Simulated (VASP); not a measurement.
# ZnCd3SO (P4/mmm) in VASP: further runs

The runs below take ZnCd3SO through single point, with PBE.

All numbers are computed with VASP 6.6.1; they aren't measurements. Logs are shortened: lines on timing, memory, paths and dates and some standing lists are left out, and cuts for length are marked.

### Step 1. The cell of the first run

The structure is tetragonal, space group P4/mmm (No. 123). Conventional cell: a = 5.358 Å, b = 5.358 Å, c = 4.843 Å, α = 90.00°, β = 90.00°, γ = 90.00°. Within 3.2 Å of Zn (site symmetry 4/mmm) lie 6 Cd at 2.42 to 2.68 Å. Within 3.8 Å of Cd (site symmetry mmm) lie 2 Zn at 2.68 Å and 2 S at 2.68 Å and 8 Cd at 3.61 to 3.79 Å and 4 O at 3.61 Å. Cd (site symmetry 4/mmm) has 2 Zn at 2.42 Å within 3.2 Å. S (site symmetry 4/mmm) has 2 O at 2.42 Å and 4 Cd at 2.68 Å within 3.2 Å. O (site symmetry 4/mmm) has 2 S at 2.42 Å within 3.2 Å.

The cell was generated, and may not be a known phase.

### Step 2. Single point, PBE, collinear spin, ferromagnetic start

File INCAR:

```
SYSTEM = ZnCd3SO
  PREC = Accurate
  ENCUT = 520
  EDIFF = 1E-7
  ISMEAR = 0
  SIGMA = 0.1
  LREAL = .FALSE.
  LASPH = .TRUE.
  NELM = 150
  ALGO = Normal
  ISIF = 2
  LWAVE = .FALSE.
  LCHARG = .FALSE.
  ISPIN = 2
  MAGMOM = 0 0 0 0 0 1
  LORBIT = 11
  GGA = PE
  NBANDS = 43
```

File KPOINTS:

```
regular mesh
0
G
  4 4 4
  0 0 0
```

File POSCAR:

```
ZnCd3SO
1.0
    5.3580607348      0.0000000000      0.0000000000
    0.0000000000      5.3580607348      0.0000000000
    0.0000000000      0.0000000000      4.8432368593
Zn Cd S O
1 3 1 1
Direct
    0.0000000000      0.0000000000      0.5000000000
    0.0000000000      0.5000000000      0.5000000000
    0.5000000000      0.0000000000      0.5000000000
    0.0000000000      0.0000000000      0.0000000000
    0.5000000000      0.5000000000      0.5000000000
    0.5000000000      0.5000000000      0.0000000000
```

Potentials or basis: VASP PAW PBE potentials, release 64 (Zn, Cd, S, O).

Run with:

```sh
cat potpaw_PBE.64/Zn/POTCAR potpaw_PBE.64/Cd/POTCAR potpaw_PBE.64/S/POTCAR potpaw_PBE.64/O/POTCAR > POTCAR
mpirun -np 1 vasp_std > vasp.out
```

OUTCAR:

```text
SYSTEM = ZnCd3SO
   PREC = Accurate
   ENCUT = 520
   EDIFF = 1E-7
   ISMEAR = 0
   LREAL = .FALSE.
   LASPH = .TRUE.
   NELM = 150
   ISIF = 2
   ISPIN = 2
   LORBIT = 11
   GGA = PE

 ion  position               nearest neighbor table
   1  0.000  0.000  0.500-   4 2.42   4 2.42   2 2.68   3 2.68   2 2.68   3 2.68
   2  0.000  0.500  0.500-   1 2.68   5 2.68   1 2.68   5 2.68   4 3.61   4 3.61   4 3.61   4 3.61

   3  0.500  0.000  0.500-   1 2.68   5 2.68   5 2.68   1 2.68   4 3.61   4 3.61   4 3.61   4 3.61

   4  0.000  0.000  0.000-   1 2.42   1 2.42   3 3.61   2 3.61   2 3.61   3 3.61   2 3.61   2 3.61
                             3 3.61   3 3.61
   5  0.500  0.500  0.500-   2 2.68   3 2.68   3 2.68   2 2.68
   6  0.500  0.500  0.000-

  LATTYP: Found a simple tetragonal cell.
 ALAT       =     5.3580607348
 C/A-ratio  =     0.9039160060

  Lattice vectors:

 A1 = (   5.3580607348,   0.0000000000,   0.0000000000)
 A2 = (   0.0000000000,   5.3580607348,   0.0000000000)
 A3 = (   0.0000000000,   0.0000000000,   4.8432368593)

Analysis of symmetry for initial positions (statically):
=====================================================================
 Subroutine PRICEL returns:
 Original cell was already a primitive cell.

 Routine SETGRP: Setting up the symmetry group for a
 simple tetragonal supercell.

 Subroutine GETGRP returns: Found 16 space group operations
 (whereof 16 operations were pure point group operations)
 out of a pool of 16 trial point group operations.

The static configuration has the point symmetry D_4h.

Analysis of symmetry for dynamics (positions and initial velocities):
=====================================================================
 Subroutine PRICEL returns:
 Original cell was already a primitive cell.

 Routine SETGRP: Setting up the symmetry group for a
 simple tetragonal supercell.

 Subroutine GETGRP returns: Found 16 space group operations
 (whereof 16 operations were pure point group operations)
 out of a pool of 16 trial point group operations.

The dynamic configuration has the point symmetry D_4h.

Analysis of structural, dynamic, and magnetic symmetry:
=====================================================================
 Subroutine PRICEL returns:
 Original cell was already a primitive cell.

 Routine SETGRP: Setting up the symmetry group for a
 simple tetragonal supercell.

 Subroutine GETGRP returns: Found 16 space group operations
 (whereof 16 operations were pure point group operations)
 out of a pool of 16 trial point group operations.

The overall configuration has the point symmetry D_4h.

 Subroutine INISYM returns: Found 16 space group operations
 (whereof 16 operations are pure point group operations),
 and found     1 'primitive' translations

----------------------------------------------------------------------------------------

                                     Primitive cell

  volume of cell :     139.0436

  direct lattice vectors                    reciprocal lattice vectors
     5.358060735  0.000000000  0.000000000     0.186634689  0.000000000  0.000000000
     0.000000000  5.358060735  0.000000000     0.000000000  0.186634689  0.000000000
     0.000000000  0.000000000  4.843236859     0.000000000  0.000000000  0.206473486

  length of vectors
     5.358060735  5.358060735  4.843236859     0.186634689  0.186634689  0.206473486

  position of ions in fractional coordinates (direct lattice)
     0.000000000  0.000000000  0.500000000
     0.000000000  0.500000000  0.500000000
     0.500000000  0.000000000  0.500000000
     0.000000000  0.000000000  0.000000000
     0.500000000  0.500000000  0.500000000
     0.500000000  0.500000000  0.000000000

  ion indices of the primitive-cell ions
   primitive index   ion index
                 1           1
                 2           2
                 3           3
                 4           4
                 5           5
                 6           6

----------------------------------------------------------------------------------------

 KPOINTS: regular mesh

Automatic generation of k-mesh.
 Grid dimensions read from file:
[... 40 lines left out ...]
   k-points           NKPTS =     18   k-points in BZ     NKDIM =     18   number of bands    NBANDS=     43
   number of dos      NEDOS =    301   number of ions     NIONS =      6
   total plane-waves  NPLWV =  57600
   dimension x,y,z NGX =    40 NGY =   40 NGZ =   36
   dimension x,y,z NGXF=    80 NGYF=   80 NGZF=   72
   ions per type =               1   3   1   1
   NGX,Y,Z   is equivalent  to a cutoff of  12.41, 12.41, 12.36 a.u.
   NGXF,Y,Z  is equivalent  to a cutoff of  24.82, 24.82, 24.71 a.u.
 SYSTEM =  ZnCd3SO
   PREC   = accura    normal or accurate (medium, high low for compatibility)
   ISTART =      0    job   : 0-new  1-cont  2-samecut
   ICHARG =      2    charge: 1-file 2-atom 10-const
   ISPIN  =      2    spin polarized calculation?
   LNONCOLLINEAR =      F non collinear calculations
   LSORBIT =      F    spin-orbit coupling
   LASPH  =      T    aspherical Exc in radial PAW
   ENCUT  =  520.0 eV  38.22 Ry    6.18 a.u.   9.96  9.96  9.01*2*pi/ulx,y,z
   NELM   =    150;   NELMIN=  2; NELMDL= -5     # of ELM steps
   EDIFF  = 0.1E-06   stopping-criterion for ELM
   LREAL  =      F    real-space projection
   EDIFFG = 0.1E-05   stopping-criterion for IOM
   NSW    =      0    number of steps for IOM
   IBRION =     -1    ionic relax: 0-MD 1-quasi-New 2-CG
   NFREE  =      0    steps in history (QN), initial steepest desc. (CG)
   ISIF   =      2    stress and relaxation
   ISYM   =      2    0-nonsym 1-usesym 2-fastsym
   POTIM  = 0.5000    time-step for ionic-motion
   TEBEG  =    0.0;   TEEND  =   0.0 temperature during run
   PSTRESS=    0.0 pullay stress
   NELECT =      60.0000    total number of electrons
   NUPDOWN=      -1.0000    fix difference up-down
   EMIN   =  10.00;   EMAX   =-10.00  energy-range for DOS
   EFERMI =   0.00;   METHOD = LEGACY
   ISMEAR =     0;   SIGMA  =   0.10  broadening in eV -4-tet -1-fermi 0-gaus
   EFERMI_NEDOS =   21; number of points for ismear=-14 and -15
   IALGO  =     38    algorithm
   IMIX   =      4    mixing-type and parameters
     AMIX     =   0.40;   BMIX     =  1.00
     AMIX_MAG =   1.60;   BMIX_MAG =  1.00
  volume/ion in A,a.u.               =      23.17       156.39
  Fermi-wavevector in a.u.,A,eV,Ry     =   1.237110  2.337799 20.822910  1.530441
  Thomas-Fermi vector in A             =   2.371691
   LORBIT       =     11    0 simple, 1 ext, 2 COOP (PROOUT), +10 PAW based schemes
   GGA     = PE    functional components
   LHFCALC =     F    Hartree Fock is set to
   AEXX    =    0.0000 exact exchange contribution
   IVDW    =     0    specifies the selected vdW correction
   LEPSILON=     F    determine dielectric tensor
   LRPA    =     F    only Hartree local field effects (RPA)
 spin polarized calculation
 Gauss-broadening in eV      SIGMA  =   0.10
  energy-cutoff  :      520.00
  volume of cell :      139.04
 maximum number of plane-waves:      3768
 NGX is ok and might be reduce to    40
   NGX = 19   NGY = 19   NGZ = 19

 number of electron      60.0000003 magnetization      -0.0005146

 number of electron      60.0000003 magnetization       0.0001309

 Free energy of the ion-electron system (eV)
  ---------------------------------------------------
  ext. energy  EPLUGINS =         0.00000000
  ---------------------------------------------------
  free energy    TOTEN  =       -10.06149023 eV

  energy without entropy =      -10.03714226  energy(sigma->0) =      -10.04931625

 E-fermi :   1.0449     XC(G=0):  -9.4071

 val. band max:        1.0413867882   @ k =   0.5000   0.0000   0.2500
 cond. band min:       1.0596726557   @ k =   0.2500   0.0000   0.0000
 fundamental gap:      0.0182858675
 Fermi energy:         1.0449379068

 spin component 1

 k-point     1 :       0.0000    0.0000    0.0000
  band No.  band energies     occupation
      1     -14.4952      1.00000
      2     -11.3867      1.00000
      3      -8.8126      1.00000
      4      -8.0869      1.00000
      5      -8.0769      1.00000
      6      -8.0769      1.00000
[... 799 lines left out ...]
     41       9.8993      0.00000
     42      10.0512      0.00000
 Fermi energy:         1.0449379068

 spin component 2

 k-point     1 :       0.0000    0.0000    0.0000
  band No.  band energies     occupation
      1     -14.4951      1.00000
      2     -11.3867      1.00000
      3      -8.8125      1.00000
      4      -8.0869      1.00000
      5      -8.0769      1.00000
      6      -8.0769      1.00000
[... 799 lines left out ...]
     41       9.8993      0.00000
     42      10.0512      0.00000
 [bands above 42 left out]

------------------------ aborting loop because EDIFF is reached ----------------------------------------

  FORCE on cell =-STRESS in cart. coord.  units (eV):
  Direction    XX          YY          ZZ          XY          YZ          ZX
  --------------------------------------------------------------------------------------
  -------------------------------------------------------------------------------------
  Total        0.2595479      0.2595479      0.3175220      0.0000000      0.0000000     -0.0000000
  in kB        2.9907292      2.9907292      3.6587553      0.0000000      0.0000000     -0.0000000
  external PRESSURE =       3.2134046 kB  Pullay stress =       0.0000000 kB

 VOLUME and BASIS-vectors are now :
 -----------------------------------------------------------------------------
  energy-cutoff  :      520.00
  volume of cell :      139.04
      direct lattice vectors                 reciprocal lattice vectors
     5.358060735  0.000000000  0.000000000     0.186634689  0.000000000  0.000000000
     0.000000000  5.358060735  0.000000000     0.000000000  0.186634689  0.000000000
     0.000000000  0.000000000  4.843236859     0.000000000  0.000000000  0.206473486

 POSITION                                       TOTAL-FORCE (eV/Angst)
 -----------------------------------------------------------------------------------
      0.00000      0.00000      2.42162         0.000000      0.000000      0.000000
      0.00000      2.67903      2.42162         0.000000      0.000000      0.000000
      2.67903      0.00000      2.42162         0.000000      0.000000      0.000000
      0.00000      0.00000      0.00000         0.000000      0.000000      0.000000
      2.67903      2.67903      2.42162         0.000000      0.000000      0.000000
      2.67903      2.67903      0.00000         0.000000      0.000000      0.000000
 -----------------------------------------------------------------------------------
    total drift:                                0.000000      0.000000     -0.000000

  FREE ENERGIE OF THE ION-ELECTRON SYSTEM (eV)
  ---------------------------------------------------
  free  energy   TOTEN  =       -10.0614902336 eV

  energy  without entropy=      -10.0371422585  energy(sigma->0) =      -10.04931625

 total charge

# of ion       s       p       d       tot
------------------------------------------
    1        0.720   0.467   9.711  10.898
    2        0.542   0.203   9.524  10.269
    3        0.542   0.203   9.524  10.269
    4        0.637   0.206   9.504  10.347
    5        1.406   2.131   0.000   3.537
    6        1.607   3.104   0.000   4.711
--------------------------------------------------
tot          5.455   6.315  38.262  50.032

 magnetization (x)

# of ion       s       p       d       tot
------------------------------------------
    1        0.000   0.000  -0.000   0.000
    2        0.000  -0.000   0.000   0.000
    3        0.000  -0.000   0.000   0.000
    4        0.000   0.000   0.000   0.000
    5        0.000   0.000   0.000   0.000
    6       -0.000   0.000   0.000   0.000
--------------------------------------------------
tot          0.000   0.000   0.000   0.000
```

It took 4.4 min on 1 thread of Intel Xeon Platinum 8488C (Sapphire Rapids), shared host; peak memory 0.37 GiB.

What came out:

```
Free energy                                           : -10.0615 eV
Pressure                                              : 0.3 GPa
Band gap on the k mesh                                : zero (filled and empty bands overlap)
Net moment                                            : 0.00 μB per cell
Valence electrons inside the program's atomic spheres : Zn 10.90; Cd 10.27, 10.35 (each value once); S 3.54; O 4.71
```

Levels at points of the mesh, in eV from the Fermi level:
Spin up:
```csv
k point,band 28,band 29,band 30,band 31,band 32,band 33
"(0.00, 0.00, 0.00)",-0.10,-0.10,0.02,0.36,0.36,1.36
"(0.50, 0.00, 0.00)",-0.35,-0.23,-0.06,0.29,2.71,2.80
"(0.50, 0.50, 0.00)",-0.16,0.81,0.81,0.94,2.30,2.86
"(0.00, 0.00, 0.50)",-0.68,-0.61,-0.61,-0.35,1.35,1.35
"(0.50, 0.00, 0.50)",-1.21,-0.69,-0.53,-0.38,0.65,1.40
"(0.50, 0.50, 0.50)",-1.16,-0.84,-0.72,1.58,1.58,1.88
```
Spin down:
```csv
k point,band 26,band 27,band 28,band 29,band 30,band 31,band 32,band 33,band 34,band 35
"(0.00, 0.00, 0.00)",-3.85,-0.71,-0.10,-0.10,0.02,0.36,0.36,1.36,2.81,3.40
"(0.50, 0.00, 0.00)",-2.80,-2.40,-0.35,-0.23,-0.06,0.29,2.71,2.80,2.83,4.47
"(0.50, 0.50, 0.00)",-3.76,-0.16,-0.16,0.81,0.81,0.94,2.30,2.86,4.00,4.00
"(0.00, 0.00, 0.50)",-3.55,-0.95,-0.68,-0.61,-0.61,-0.35,1.35,1.35,2.92,3.65
"(0.50, 0.00, 0.50)",-2.02,-1.85,-1.21,-0.69,-0.53,-0.38,0.65,1.40,3.26,3.78
"(0.50, 0.50, 0.50)",-2.73,-1.16,-1.16,-0.84,-0.72,1.58,1.58,1.88,1.88,4.51
```

(Part 1 of 2 ends here.)

The gap in the log of VASP goes by the Fermi energy; the results here count the filled bands.